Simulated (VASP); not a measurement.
# NdS5 (P-43m) in VASP: single point with PBE

Aim: the single point of NdS5 with PBE.

All numbers are computed with VASP 6.6.1; they aren't measurements. Logs are shortened: lines on timing, memory, paths and dates and some standing lists are left out, and cuts for length are marked.

## (1) The cell of the first run

Symmetry: P-43m, No. 215, cubic system. The conventional cell has a = 5.498 Å, b = 5.498 Å, c = 5.498 Å, α = 90.00°, β = 90.00°, γ = 90.00°. Within 3.0 Å of Nd (site symmetry -43m) lie 4 S at 2.28 Å. Within 3.0 Å of S (site symmetry 3m) lie 1 Nd at 2.28 Å and 1 S at 2.49 Å. S (site symmetry -43m) has 4 S at 2.49 Å within 3.3 Å.

## (2) Single point, PBE

Contents of INCAR:

```
SYSTEM = NdS5
PREC     = Accurate       ! precision mode
ENCUT    = 520            ! plane-wave cutoff, eV
EDIFF    = 1E-6           ! SCF threshold, eV
ISMEAR   = 0              ! smearing method
SIGMA    = 0.1            ! smearing width, eV
LREAL    = .False.        ! projectors in reciprocal space
LASPH    = .True.         ! aspherical terms in the spheres
NELM     = 100            ! most SCF steps
ALGO     = Normal         ! electronic algorithm
ISIF     = 2              ! what is computed and relaxed
LWAVE    = .False.        ! write WAVECAR
LCHARG   = .False.        ! write CHGCAR
GGA      = PE             ! functional
NBANDS   = 31             ! bands
```

Contents of KPOINTS:

```
regular mesh
0
Gamma
  4 4 4
  0 0 0
```

Contents of POSCAR:

```
NdS5
1.0
    5.4977344200      0.0000000000      0.0000000000
    0.0000000000      5.4977344200      0.0000000000
    0.0000000000      0.0000000000      5.4977344200
Nd S
1 5
Direct
    0.5000000000      0.5000000000      0.5000000000
    0.2610159800      0.2610159800      0.2610159800
    0.7389840200      0.7389840200      0.2610159800
    0.7389840200      0.2610159800      0.7389840200
    0.2610159800      0.7389840200      0.7389840200
    0.0000000000      0.0000000000      0.0000000000
```

Potentials or basis: VASP PAW PBE potentials, release 64 (Nd, S).

Started as:

```sh
> cat potpaw_PBE.64/Nd/POTCAR potpaw_PBE.64/S/POTCAR > POTCAR
> mpirun -np 1 vasp_std > vasp.out
```

OUTCAR:

```text
SYSTEM = NdS5
   PREC = Accurate
   ENCUT = 520
   EDIFF = 1E-6
   ISMEAR = 0
   LREAL = .False.
   LASPH = .True.
   NELM = 100
   ISIF = 2
   GGA = PE

 ion  position               nearest neighbor table
   1  0.500  0.500  0.500-   2 2.28   3 2.28   4 2.28   5 2.28
   2  0.261  0.261  0.261-   1 2.28   6 2.49
   3  0.739  0.739  0.261-   1 2.28   6 2.49
   4  0.739  0.261  0.739-   1 2.28   6 2.49
   5  0.261  0.739  0.739-   1 2.28   6 2.49
   6  0.000  0.000  0.000-   2 2.49   3 2.49   4 2.49   5 2.49

  LATTYP: Found a simple cubic cell.
 ALAT       =     5.4977344200

  Lattice vectors:

 A1 = (   5.4977344200,   0.0000000000,   0.0000000000)
 A2 = (   0.0000000000,   5.4977344200,   0.0000000000)
 A3 = (   0.0000000000,   0.0000000000,   5.4977344200)

Analysis of symmetry for initial positions (statically):
=====================================================================
 Subroutine PRICEL returns:
 Original cell was already a primitive cell.

 Routine SETGRP: Setting up the symmetry group for a
 simple cubic supercell.

 Subroutine GETGRP returns: Found 24 space group operations
 (whereof 24 operations were pure point group operations)
 out of a pool of 48 trial point group operations.

The static configuration has the point symmetry T_d .

Analysis of symmetry for dynamics (positions and initial velocities):
=====================================================================
 Subroutine PRICEL returns:
 Original cell was already a primitive cell.

 Routine SETGRP: Setting up the symmetry group for a
 simple cubic supercell.

 Subroutine GETGRP returns: Found 24 space group operations
 (whereof 24 operations were pure point group operations)
 out of a pool of 48 trial point group operations.

The dynamic configuration has the point symmetry T_d .

 Subroutine INISYM returns: Found 24 space group operations
 (whereof 24 operations are pure point group operations),
 and found     1 'primitive' translations

----------------------------------------------------------------------------------------

                                     Primitive cell

  volume of cell :     166.1695

  direct lattice vectors                    reciprocal lattice vectors
     5.497734420  0.000000000  0.000000000     0.181893108  0.000000000  0.000000000
     0.000000000  5.497734420  0.000000000     0.000000000  0.181893108  0.000000000
     0.000000000  0.000000000  5.497734420     0.000000000  0.000000000  0.181893108

  length of vectors
     5.497734420  5.497734420  5.497734420     0.181893108  0.181893108  0.181893108

  position of ions in fractional coordinates (direct lattice)
     0.500000000  0.500000000  0.500000000
     0.261015980  0.261015980  0.261015980
     0.738984020  0.738984020  0.261015980
     0.738984020  0.261015980  0.738984020
     0.261015980  0.738984020  0.738984020
     0.000000000  0.000000000  0.000000000

  ion indices of the primitive-cell ions
   primitive index   ion index
                 1           1
                 2           2
                 3           3
                 4           4
                 5           5
                 6           6

----------------------------------------------------------------------------------------

 KPOINTS: regular mesh

Automatic generation of k-mesh.
 Grid dimensions read from file:
 generate k-points for:    4    4    4

 Generating k-lattice:

  Cartesian coordinates                     Fractional coordinates (reciprocal lattice)
     0.045473277  0.000000000  0.000000000     0.250000000  0.000000000  0.000000000
     0.000000000  0.045473277  0.000000000     0.000000000  0.250000000  0.000000000
     0.000000000  0.000000000  0.045473277     0.000000000  0.000000000  0.250000000

  Length of vectors
     0.045473277  0.045473277  0.045473277

  Shift w.r.t. Gamma in fractional coordinates (k-lattice)
     0.000000000  0.000000000  0.000000000

 Subroutine IBZKPT returns following result:
 ===========================================

 Found     10 irreducible k-points:

 Following reciprocal coordinates:
            Coordinates               Weight
  0.000000  0.000000  0.000000      1.000000
  0.250000  0.000000  0.000000      6.000000
  0.500000  0.000000  0.000000      3.000000
  0.250000  0.250000  0.000000     12.000000
  0.500000  0.250000  0.000000     12.000000
  0.500000  0.500000  0.000000      3.000000
  0.250000  0.250000  0.250000      8.000000
  0.500000  0.250000  0.250000     12.000000
  0.500000  0.500000  0.250000      6.000000
  0.500000  0.500000  0.500000      1.000000
   k-points           NKPTS =     10   k-points in BZ     NKDIM =     10   number of bands    NBANDS=     31
   number of dos      NEDOS =    301   number of ions     NIONS =      6
   total plane-waves  NPLWV =  74088
   dimension x,y,z NGX =    42 NGY =   42 NGZ =   42
   dimension x,y,z NGXF=    84 NGYF=   84 NGZF=   84
   ions per type =               1   5
   NGX,Y,Z   is equivalent  to a cutoff of  12.70, 12.70, 12.70 a.u.
   NGXF,Y,Z  is equivalent  to a cutoff of  25.40, 25.40, 25.40 a.u.
 SYSTEM =  NdS5
   PREC   = accura    normal or accurate (medium, high low for compatibility)
   ISTART =      0    job   : 0-new  1-cont  2-samecut
   ICHARG =      2    charge: 1-file 2-atom 10-const
   ISPIN  =      1    spin polarized calculation?
   LNONCOLLINEAR =      F non collinear calculations
   LSORBIT =      F    spin-orbit coupling
   LASPH  =      T    aspherical Exc in radial PAW
   ENCUT  =  520.0 eV  38.22 Ry    6.18 a.u.  10.22 10.22 10.22*2*pi/ulx,y,z
   NELM   =    100;   NELMIN=  2; NELMDL= -5     # of ELM steps
   EDIFF  = 0.1E-05   stopping-criterion for ELM
   LREAL  =      F    real-space projection
   EDIFFG = 0.1E-04   stopping-criterion for IOM
   NSW    =      0    number of steps for IOM
   IBRION =     -1    ionic relax: 0-MD 1-quasi-New 2-CG
   NFREE  =      0    steps in history (QN), initial steepest desc. (CG)
   ISIF   =      2    stress and relaxation
   ISYM   =      2    0-nonsym 1-usesym 2-fastsym
   POTIM  = 0.5000    time-step for ionic-motion
   TEBEG  =    0.0;   TEEND  =   0.0 temperature during run
   PSTRESS=    0.0 pullay stress
   NELECT =      44.0000    total number of electrons
   NUPDOWN=      -1.0000    fix difference up-down
   EMIN   =  10.00;   EMAX   =-10.00  energy-range for DOS
   EFERMI =   0.00;   METHOD = LEGACY
   ISMEAR =     0;   SIGMA  =   0.10  broadening in eV -4-tet -1-fermi 0-gaus
   EFERMI_NEDOS =   21; number of points for ismear=-14 and -15
   IALGO  =     38    algorithm
   IMIX   =      4    mixing-type and parameters
     AMIX     =   0.40;   BMIX     =  1.00
     AMIX_MAG =   1.60;   BMIX_MAG =  1.00
  volume/ion in A,a.u.               =      27.69       186.89
  Fermi-wavevector in a.u.,A,eV,Ry     =   1.051256  1.986586 15.036341  1.105140
  Thomas-Fermi vector in A             =   2.186292
   LORBIT       =      0    0 simple, 1 ext, 2 COOP (PROOUT), +10 PAW based schemes
   GGA     = PE    functional components
   LHFCALC =     F    Hartree Fock is set to
   AEXX    =    0.0000 exact exchange contribution
   IVDW    =     0    specifies the selected vdW correction
   LEPSILON=     F    determine dielectric tensor
   LRPA    =     F    only Hartree local field effects (RPA)
 non-spin polarized calculation
 Gauss-broadening in eV      SIGMA  =   0.10
  energy-cutoff  :      520.00
  volume of cell :      166.17
 maximum number of plane-waves:      4492
 NGX is ok and might be reduce to    42
   NGX = 21   NGY = 21   NGZ = 21

 number of electron      44.0000014 magnetization

 Free energy of the ion-electron system (eV)
  ---------------------------------------------------
  ext. energy  EPLUGINS =         0.00000000
  ---------------------------------------------------
  free energy    TOTEN  =       -24.03044109 eV

  energy without entropy =      -23.95866614  energy(sigma->0) =      -23.99455362

 E-fermi :   2.0960     XC(G=0):  -8.4385

 val. band max:        2.0669433261   @ k =   0.5000   0.2500   0.2500
 cond. band min:       2.1037334592   @ k =   0.5000   0.2500   0.0000
 fundamental gap:      0.0367901331
 Fermi energy:         2.0960434706

 k-point     1 :       0.0000    0.0000    0.0000
  band No.  band energies     occupation
      1     -34.3359      2.00000
      2     -16.4256      2.00000
      3     -16.4256      2.00000
      4     -16.4256      2.00000
      5     -12.2512      2.00000
      6      -9.0597      2.00000
[... 23 lines left out ...]
     30       3.7471      0.00000
     31       3.7471      0.00000

 k-point     2 :       0.2500    0.0000    0.0000
  band No.  band energies     occupation
      1     -34.3358      2.00000
      2     -16.4392      2.00000
      3     -16.4242      2.00000
      4     -16.4242      2.00000
      5     -12.1575      2.00000
      6      -9.6147      2.00000
[... 23 lines left out ...]
     30       3.4776      0.00000
     31       3.4776      0.00000

 k-point     3 :       0.5000    0.0000    0.0000
  band No.  band energies     occupation
      1     -34.3357      2.00000
      2     -16.4526      2.00000
      3     -16.4227      2.00000
      4     -16.4227      2.00000
      5     -12.0514      2.00000
      6      -9.9277      2.00000
[... 23 lines left out ...]
     30       3.2853      0.00000
     31       3.2853      0.00000

 k-point     4 :       0.2500    0.2500    0.0000
  band No.  band energies     occupation
      1     -34.3357      2.00000
      2     -16.4381      2.00000
      3     -16.4342      2.00000
      4     -16.4236      2.00000
      5     -12.1020      2.00000
      6      -9.7210      2.00000
[... 159 lines left out ...]
     30       3.2846      0.00000
     31       3.4602      0.00000

 k-point     9 :       0.5000    0.5000    0.2500
  band No.  band energies     occupation
      1     -34.3355      2.00000
      2     -16.4411      2.00000
      3     -16.4411      2.00000
      4     -16.4320      2.00000
      5     -12.0634      2.00000
      6      -9.5235      2.00000
[... 23 lines left out ...]
     30       3.2843      0.00000
     31       3.4002      0.00000

 k-point    10 :       0.5000    0.5000    0.5000
  band No.  band energies     occupation
      1     -34.3354      2.00000
      2     -16.4392      2.00000
      3     -16.4392      2.00000
      4     -16.4392      2.00000
      5     -12.0900      2.00000
      6      -9.2287      2.00000
[... 23 lines left out ...]
     30       3.4743      0.00000
     31       3.4743      0.00000

------------------------ aborting loop because EDIFF is reached ----------------------------------------

  FORCE on cell =-STRESS in cart. coord.  units (eV):
  Direction    XX          YY          ZZ          XY          YZ          ZX
  --------------------------------------------------------------------------------------
  -------------------------------------------------------------------------------------
  Total        5.2849203      5.2849203      5.2849203      0.0000000     -0.0000000      0.0000000
  in kB       50.9562844     50.9562844     50.9562844      0.0000000     -0.0000000      0.0000000
  external PRESSURE =      50.9562844 kB  Pullay stress =       0.0000000 kB

 VOLUME and BASIS-vectors are now :
 -----------------------------------------------------------------------------
  energy-cutoff  :      520.00
  volume of cell :      166.17
      direct lattice vectors                 reciprocal lattice vectors
     5.497734420  0.000000000  0.000000000     0.181893108  0.000000000  0.000000000
     0.000000000  5.497734420  0.000000000     0.000000000  0.181893108  0.000000000
     0.000000000  0.000000000  5.497734420     0.000000000  0.000000000  0.181893108

 POSITION                                       TOTAL-FORCE (eV/Angst)
 -----------------------------------------------------------------------------------
      2.74887      2.74887      2.74887         0.000000      0.000000     -0.000000
      1.43500      1.43500      1.43500        -1.795664     -1.795664     -1.795664
      4.06274      4.06274      1.43500         1.795664      1.795664     -1.795664
      4.06274      1.43500      4.06274         1.795664     -1.795664      1.795664
      1.43500      4.06274      4.06274        -1.795664      1.795664      1.795664
      0.00000      0.00000      0.00000         0.000000     -0.000000     -0.000000
 -----------------------------------------------------------------------------------
    total drift:                               -0.000000     -0.000000     -0.000000

  FREE ENERGIE OF THE ION-ELECTRON SYSTEM (eV)
  ---------------------------------------------------
  free  energy   TOTEN  =       -24.0304410874 eV

  energy  without entropy=      -23.9586661447  energy(sigma->0) =      -23.99455362
```

It took 69 s on 1 thread of Intel Xeon Platinum 8259CL at 2.50GHz (Skylake/Cascade Lake), shared host; peak memory 0.27 GiB.

What came out:

* Free energy: -24.0304 eV
* Pressure: 5.1 GPa
* Largest force: 3.110 eV/Å
* Band gap on the k mesh: zero (band 22 reaches 2.37 eV, above the bottom of band 23 at 2.04 eV)

Forces in eV/Å, atoms in the order of the input:
```
Nd   0.000  0.000  0.000
S   -1.796 -1.796 -1.796
S    1.796  1.796 -1.796
S    1.796 -1.796  1.796
S   -1.796  1.796  1.796
S    0.000  0.000  0.000
```

Levels at points of the mesh, in eV from the Fermi level:
| k point | band 19 | band 20 | band 21 | band 22 | band 23 | band 24 |
| --- | --- | --- | --- | --- | --- | --- |
| (0.00, 0.00, 0.00) | -1.54 | -1.54 | -1.46 | 0.28 | 0.28 | 0.28 |
| (0.50, 0.00, 0.00) | -0.82 | -0.82 | -0.53 | -0.15 | 0.07 | 0.07 |
| (0.50, 0.50, 0.00) | -1.65 | -1.16 | -0.81 | -0.12 | -0.05 | -0.05 |
| (0.50, 0.50, 0.50) | -1.16 | -1.16 | -1.16 | 0.16 | 0.16 | 0.16 |

Caveat: spin-orbit coupling is left out, which moves the levels of the heavy elements; the run has no spin polarisation, though such a crystal can be magnetic; without U or exact exchange the open f shell lies at the Fermi level, which spoils levels, moments and volumes; forces of over 1 eV/Å act on the atoms, so gaps and moduli don't describe the material at rest. With open d or f shells a metallic result of PBE can be an artefact of self-interaction; +U or a hybrid may open a gap.
